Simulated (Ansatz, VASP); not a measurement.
## LiBr: VASP beside Ansatz

```
CELL_PARAMETERS angstrom
0.00000 2.41749 2.41749
2.41749 0.00000 2.41749
2.41749 2.41749 0.00000
ATOMIC_POSITIONS crystal
Li 0.00000 0.00000 0.00000
Br 0.50000 0.50000 0.50000
```

Change from the starting cell: volume scaled by 0.7, PAW files.

Alike in both runs: task single point; functional PBEsol; k mesh 9 × 9 × 9; occupations fermi-dirac, width 0.03 eV; no spin polarisation.

```csv
,VASP,Ansatz
version,VASP 6.6.1,Ansatz 0.2.0
potentials or method,"VASP PAW PBE potentials, release 64 (Li_sv, Br)","PAW with Ansatz's default frozen-core files, scalar-relativistic"
plane-wave cutoff (eV),750,420
valence electrons in the cell,10,10
```

```csv
,VASP,Ansatz,Ansatz less VASP
gap on the k mesh at the Fermi level (eV),5.61,5.62,+0.006
pressure (GPa),20.5,20.4,-0.10
```

VASP's potentials were made for PBE, not for PBEsol. The functional is the same, so the differences come from potentials, cutoffs and numerics.
